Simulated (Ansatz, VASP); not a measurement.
# One calculation of Rb, two programs

```xyz
1
Lattice="0.0000 3.5730 3.5730 3.5730 0.0000 3.5730 3.5730 3.5730 0.0000" Properties=species:S:1:pos:R:3 pbc="T T T"
Rb    0.0000    0.0000    0.0000
```

Alike in both runs: task relaxation of cell and atoms; functional PBE; k mesh 10 × 10 × 10; occupations fermi-dirac, width 0.05 eV; no spin polarisation.

|  | VASP | Ansatz |
| --- | --- | --- |
| version | VASP 6.6.1 | Ansatz 0.2.0 |
| potentials or method | VASP PAW PBE potentials, release 64 (Rb_sv) | PAW with Ansatz's default frozen-core files, scalar-relativistic |
| plane-wave cutoff (eV) | 600 | 420 |
| valence electrons in the cell | 9 | 9 |

```csv
,VASP,Ansatz,Ansatz less VASP
relaxed volume (Å³/atom),91.23,91.23,0.000
relaxed cell length with the largest relative difference (Å),5.053,5.053,0.0000
```

Noted on VASP's run: the relaxation stopped at its first step, so nothing moved.
